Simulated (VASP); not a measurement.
Mo3W, 4 atoms in the cell. Symmetry: P4/mmm, No. 123, tetragonal system. The conventional cell has a = 3.157 Å, b = 3.157 Å, c = 6.376 Å, α = 90.00°, β = 90.00°, γ = 90.00°. Mo (site symmetry 4mm) has 10 Mo at 2.74 to 3.19 Å and 4 W at 2.74 Å within 3.6 Å. Within 3.6 Å of Mo (site symmetry 4/mmm) lie 12 Mo at 2.74 to 3.16 Å and 2 W at 3.19 Å. W (site symmetry 4/mmm) has 10 Mo at 2.74 to 3.19 Å and 4 W at 3.16 Å within 3.6 Å. 

- Program: VASP 6.6.1
- Task: relaxation of cell and atoms
- Functional: PBE
- Potentials or basis: VASP PAW PBE potentials, release 64 (Mo_sv, W_sv)
- Cutoff: 500 eV
- k mesh: 14 × 14 × 8
- Occupations: gaussian, width 0.1 eV
- Spin: no spin polarisation
- Dipole correction: no
- Further INCAR settings: ALGO = Normal; EDIFF = 1e-07; IBRION = 2; EDIFFG = -0.01; NSW = 100; ISIF = 3

Potentials or basis: VASP PAW PBE potentials, release 64 (Mo_sv, W_sv).

Command:

```sh
$ cat potpaw_PBE.64/Mo_sv/POTCAR potpaw_PBE.64/W_sv/POTCAR > POTCAR
$ mpirun -np 1 vasp_std > vasp.out
```

Hardware: 1 thread of AMD EPYC 9R45 96-Core Processor (Zen 5), with other jobs on the host.

Q: How long does it take, and how much memory?

A: Wall time 12 min on 1 thread of AMD EPYC 9R45 96-Core Processor (Zen 5), with other jobs on the host, peak memory 0.37 GiB. Counts: scf iterations 58, k points 180, ion steps 6.
